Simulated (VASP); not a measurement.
# Li2MgH2N2 (Pbcn) in VASP: further runs, part 2 of 2

VASP 6.6.1. The steps go on from the part before.

## Step 3: Electric field gradients, r2SCAN

The input, POSCAR:

```
Li2MgH2N2
1.0
    5.1367810000      0.0000000000      0.0000000000
    0.0000000000      9.7679380000      0.0000000000
    0.0000000000      0.0000000000      5.2360110000
Li Mg H N
8 4 8 8
Direct
    0.0000000000      0.2542540000      0.2500000000
    0.5000000000      0.2457460000      0.7500000000
    0.0000000000      0.7457460000      0.7500000000
    0.5000000000      0.7542540000      0.2500000000
    0.5000000000      0.5118760000      0.2500000000
    0.0000000000      0.9881240000      0.7500000000
    0.5000000000      0.4881240000      0.7500000000
    0.0000000000      0.0118760000      0.2500000000
    0.5000000000      0.2386660000      0.2500000000
    0.0000000000      0.2613340000      0.7500000000
    0.5000000000      0.7613340000      0.7500000000
    0.0000000000      0.7386660000      0.2500000000
    0.8331620000      0.4430780000      0.4498940000
    0.6668380000      0.0569220000      0.9498940000
    0.8331620000      0.5569220000      0.9498940000
    0.6668380000      0.9430780000      0.4498940000
    0.3331620000      0.9430780000      0.0501060000
    0.1668380000      0.5569220000      0.5501060000
    0.3331620000      0.0569220000      0.5501060000
    0.1668380000      0.4430780000      0.0501060000
    0.7281050000      0.3573470000      0.5027530000
    0.7718950000      0.1426530000      0.0027530000
    0.7281050000      0.6426530000      0.0027530000
    0.7718950000      0.8573470000      0.5027530000
    0.2281050000      0.8573470000      0.9972470000
    0.2718950000      0.6426530000      0.4972470000
    0.2281050000      0.1426530000      0.4972470000
    0.2718950000      0.3573470000      0.9972470000
```

The input, INCAR.step1:

```
SYSTEM = Li2MgH2N2
PREC     = Accurate       ! precision mode
ENCUT    = 520            ! plane-wave cutoff, eV
ISMEAR   = -1             ! smearing method
SIGMA    = 0.02           ! smearing width, eV
LREAL    = Auto         
LASPH    = .TRUE.         ! aspherical terms in the spheres
NELM     = 100            ! most SCF steps
NBANDS   = 60             ! bands
GGA      = PE             ! functional
ALGO     = Normal         ! electronic algorithm
EDIFF    = 1E-4           ! SCF threshold, eV
LWAVE    = .TRUE.         ! write WAVECAR
LCHARG   = .FALSE.        ! write CHGCAR
```

The input, INCAR.step2:

```
SYSTEM = Li2MgH2N2
PREC     = Accurate       ! precision mode
ENCUT    = 520            ! plane-wave cutoff, eV
EDIFF    = 1E-8           ! SCF threshold, eV
ISMEAR   = -1             ! smearing method
SIGMA    = 0.02           ! smearing width, eV
LREAL    = Auto         
LASPH    = .TRUE.         ! aspherical terms in the spheres
NELM     = 100            ! most SCF steps
ALGO     = Normal         ! electronic algorithm
ISIF     = 2              ! what is computed and relaxed
LWAVE    = .FALSE.        ! write WAVECAR
LCHARG   = .FALSE.        ! write CHGCAR
METAGGA  = R2SCAN         ! meta-GGA
LMIXTAU  = .TRUE.       
LEFG     = .TRUE.       
NBANDS   = 60             ! bands
ISTART   = 1
```

The input, KPOINTS:

```
regular mesh
0
G
  6 3 5
  0 0 0
```

Potentials or basis: VASP PAW PBE potentials, release 64 (Li_sv, Mg, H, N).

Started as:

```
$ cat potpaw_PBE.64/Li_sv/POTCAR potpaw_PBE.64/Mg/POTCAR potpaw_PBE.64/H/POTCAR potpaw_PBE.64/N/POTCAR > POTCAR
$ cp INCAR.step1 INCAR
$ mpirun -np 1 vasp_std > vasp.out
$ cp INCAR.step2 INCAR
$ mpirun -np 1 vasp_std > vasp.out
```

OUTCAR:

```text
SYSTEM = Li2MgH2N2
   PREC = Accurate
   ENCUT = 520
   EDIFF = 1E-8
   ISMEAR = -1
   LREAL = Auto
   LASPH = .TRUE.
   NELM = 100
   ISIF = 2
   METAGGA = R2SCAN
   ISTART = 1

 ion  position               nearest neighbor table
   1  0.000  0.254  0.250-  22 2.06  27 2.06  21 2.17  28 2.17   8 2.37   9 2.57   9 2.57  10 2.62
                            10 2.62
   2  0.500  0.246  0.750-  21 2.06  28 2.06  27 2.17  22 2.17   7 2.37  10 2.57  10 2.57   9 2.62
                             9 2.62
   3  0.000  0.746  0.750-  24 2.06  25 2.06  23 2.17  26 2.17   6 2.37  11 2.57  11 2.57  12 2.62
                            12 2.62
   4  0.500  0.754  0.250-  23 2.06  26 2.06  25 2.17  24 2.17   5 2.37  12 2.57  12 2.57  11 2.62
                            11 2.62
   5  0.500  0.512  0.250-  23 2.16  26 2.16   4 2.37   9 2.67
   6  0.000  0.988  0.750-  24 2.16  25 2.16   3 2.37  10 2.67
   7  0.500  0.488  0.750-  21 2.16  28 2.16   2 2.37  11 2.67
   8  0.000  0.012  0.250-  22 2.16  27 2.16   1 2.37  12 2.67
   9  0.500  0.239  0.250-  21 2.11  28 2.11  27 2.12  22 2.12   1 2.57   1 2.57   2 2.62   2 2.62
                             5 2.67
  10  0.000  0.261  0.750-  22 2.11  27 2.11  21 2.12  28 2.12   2 2.57   2 2.57   1 2.62   1 2.62
                             6 2.67
[... 1644 lines left out ...]

 Electric field gradients (V/A^2)
---------------------------------------------------------------------
 ion       V_xx      V_yy      V_zz      V_xy      V_xz      V_yz
---------------------------------------------------------------------
   1      -0.016    -0.128     0.144     0.000     0.608     0.000
   2      -0.016    -0.128     0.144    -0.000    -0.608     0.000
   3      -0.016    -0.128     0.144    -0.000     0.608    -0.000
   4      -0.016    -0.128     0.144     0.000    -0.608    -0.000
   5       0.371    -0.137    -0.234     0.000     0.878     0.000
   6       0.371    -0.137    -0.234    -0.000    -0.878     0.000
[... 20 lines left out ...]
  27      -5.499    28.404   -22.905   -36.981     7.560   -20.619
  28      -5.499    28.404   -22.905   -36.981    -7.560    20.619
---------------------------------------------------------------------

 Electric field gradients after diagonalization (V/A^2)
 (convention: |V_zz| > |V_xx| > |V_yy|)
----------------------------------------------------------------------
 ion       V_xx      V_yy      V_zz     asymmetry (V_yy - V_xx)/ V_zz
----------------------------------------------------------------------
   1      -0.549    -0.128     0.677       0.622
   2      -0.549    -0.128     0.677       0.622
   3      -0.549    -0.128     0.677       0.622
   4      -0.549    -0.128     0.677       0.622
   5      -0.860    -0.137     0.998       0.725
   6      -0.860    -0.137     0.998       0.725
[... 20 lines left out ...]
  27     -33.545   -24.298    57.843       0.160
  28     -33.545   -24.298    57.843       0.160
----------------------------------------------------------------------

           NMR quadrupolar parameters

 Cq : quadrupolar parameter    Cq=e*Q*V_zz/h
 eta: asymmetry parameters     (V_yy - V_xx)/ V_zz
 Q  : nuclear electric quadrupole moment in mb (millibarn)
----------------------------------------------------------------------
 ion       Cq(MHz)       eta       Q (mb)
----------------------------------------------------------------------
   1       0.002       0.622       1.000
   2       0.002       0.622       1.000
   3       0.002       0.622       1.000
   4       0.002       0.622       1.000
   5       0.002       0.725       1.000
   6       0.002       0.725       1.000
[... 20 lines left out ...]
  27       0.140       0.160       1.000
  28       0.140       0.160       1.000
----------------------------------------------------------------------
```

OUTCAR.step1:

```text
SYSTEM = Li2MgH2N2
   PREC = Accurate
   ENCUT = 520
   ISMEAR = -1
   LREAL = Auto
   LASPH = .TRUE.
   NELM = 100
[... 1633 lines left out ...]
      0.00000      9.65193      3.92701        -0.000000     -0.050166      0.000000
[... 20 lines left out ...]
      1.17173      1.39343      2.60359        -0.043536     -0.071991     -0.040766
      1.39667      3.49054      5.22160         0.043536      0.071991     -0.040766
 -----------------------------------------------------------------------------------
    total drift:                               -0.000000      0.000000      0.000000

  FREE ENERGIE OF THE ION-ELECTRON SYSTEM (eV)
  ---------------------------------------------------
  free  energy   TOTEN  =      -131.8706578903 eV

  energy  without entropy=     -131.8706578903  energy(sigma->0) =     -131.87065789
```

OSZICAR.step1:

```text
N       E                     dE             d eps       ncg     rms          rms(c)
DAV:   1     0.562591594730E+03    0.56259E+03   -0.33903E+04  2880   0.133E+03
DAV:   2    -0.669557455070E+02   -0.62955E+03   -0.57780E+03  3360   0.338E+02
DAV:   3    -0.146746474693E+03   -0.79791E+02   -0.79140E+02  3892   0.110E+02
DAV:   4    -0.155002194470E+03   -0.82557E+01   -0.82004E+01  5472   0.329E+01
DAV:   5    -0.155920913998E+03   -0.91872E+00   -0.91838E+00  4072   0.664E+00    0.249E+01
DAV:   6    -0.132181841685E+03    0.23739E+02   -0.84638E+01  3400   0.285E+01    0.897E+00
DAV:   7    -0.132256403247E+03   -0.74562E-01   -0.69996E+00  4264   0.725E+00    0.700E+00
DAV:   8    -0.131931543201E+03    0.32486E+00   -0.15258E+00  3520   0.458E+00    0.158E+00
DAV:   9    -0.131861651269E+03    0.69892E-01   -0.23037E-01  3680   0.154E+00    0.878E-01
DAV:  10    -0.131868894544E+03   -0.72433E-02   -0.31657E-02  4000   0.568E-01    0.149E-01
DAV:  11    -0.131870434757E+03   -0.15402E-02   -0.24424E-03  3744   0.169E-01    0.531E-02
DAV:  12    -0.131870649429E+03   -0.21467E-03   -0.32795E-04  3296   0.619E-02    0.551E-02
DAV:  13    -0.131870657890E+03   -0.84613E-05   -0.79625E-05  2344   0.387E-02
   1 F= -.13187066E+03 E0= -.13187066E+03  d E =-.672528E-14
```

It took 30 min on 1 thread of Intel Xeon 6975P-C (Granite Rapids), shared host; peak memory 0.51 GiB.

Results:

```yaml
Free_energy: -156.4977 eV
Largest_force: 0.208 eV/Å
Band_gap_on_the_k_mesh: 2.87 eV
Largest_electric_field_gradient_by_atom: Li +0.7, +1.0 (each value once); Mg -10.0; H +36.6; N +57.8 V/Å²
```

Forces on the atoms (eV/Å):
```
Li   0.000  0.011  0.000
Li   0.000 -0.011  0.000
Li   0.000 -0.011  0.000
Li   0.000  0.011  0.000
Li   0.000  0.082  0.000
Li   0.000 -0.082  0.000
Li   0.000 -0.082  0.000
Li   0.000  0.082  0.000
Mg   0.000  0.026  0.000
Mg   0.000 -0.026  0.000
Mg   0.000 -0.026  0.000
Mg   0.000  0.026  0.000
H   -0.086 -0.183  0.049
H    0.086  0.183  0.049
H   -0.086  0.183  0.049
H    0.086 -0.183  0.049
H   -0.086 -0.183 -0.049
H    0.086  0.183 -0.049
H   -0.086  0.183 -0.049
H    0.086 -0.183 -0.049
N    0.033  0.124 -0.009
N   -0.033 -0.124 -0.009
N    0.033 -0.124 -0.009
N   -0.033  0.124 -0.009
N    0.033  0.124  0.009
N   -0.033 -0.124  0.009
N    0.033 -0.124  0.009
N   -0.033  0.124  0.009
```

Electric field gradients, principal values (V/Å²):
| atom | least | middle | greatest (by size) |
| --- | --- | --- | --- |
| 1 Li | -0.128 | -0.549 | 0.677 |
| 2 Li | -0.128 | -0.549 | 0.677 |
| 3 Li | -0.128 | -0.549 | 0.677 |
| 4 Li | -0.128 | -0.549 | 0.677 |
| 5 Li | -0.137 | -0.860 | 0.998 |
| 6 Li | -0.137 | -0.860 | 0.998 |
| 7 Li | -0.137 | -0.860 | 0.998 |
| 8 Li | -0.137 | -0.860 | 0.998 |
| 9 Mg | 1.310 | 8.715 | -10.025 |
| 10 Mg | 1.310 | 8.715 | -10.025 |
| 11 Mg | 1.310 | 8.715 | -10.025 |
| 12 Mg | 1.310 | 8.715 | -10.025 |
| 13 H | -17.662 | -18.911 | 36.573 |
| 14 H | -17.662 | -18.911 | 36.573 |
| 15 H | -17.662 | -18.911 | 36.573 |
| 16 H | -17.662 | -18.911 | 36.573 |
| 17 H | -17.662 | -18.911 | 36.573 |
| 18 H | -17.662 | -18.911 | 36.573 |
| 19 H | -17.662 | -18.911 | 36.573 |
| 20 H | -17.662 | -18.911 | 36.573 |
| 21 N | -24.298 | -33.545 | 57.843 |
| 22 N | -24.298 | -33.545 | 57.843 |
| 23 N | -24.298 | -33.545 | 57.843 |
| 24 N | -24.298 | -33.545 | 57.843 |
| 25 N | -24.298 | -33.545 | 57.843 |
| 26 N | -24.298 | -33.545 | 57.843 |
| 27 N | -24.298 | -33.545 | 57.843 |
| 28 N | -24.298 | -33.545 | 57.843 |

Caveat: without QUAD_EFG the Cq values of the log hold for a quadrupole moment of 1 mb, not for the nuclei; the PAW data sets were made with another functional, which shifts forces and pressure a little; an odd mesh through Γ misses points on the zone boundary, where band edges can lie.
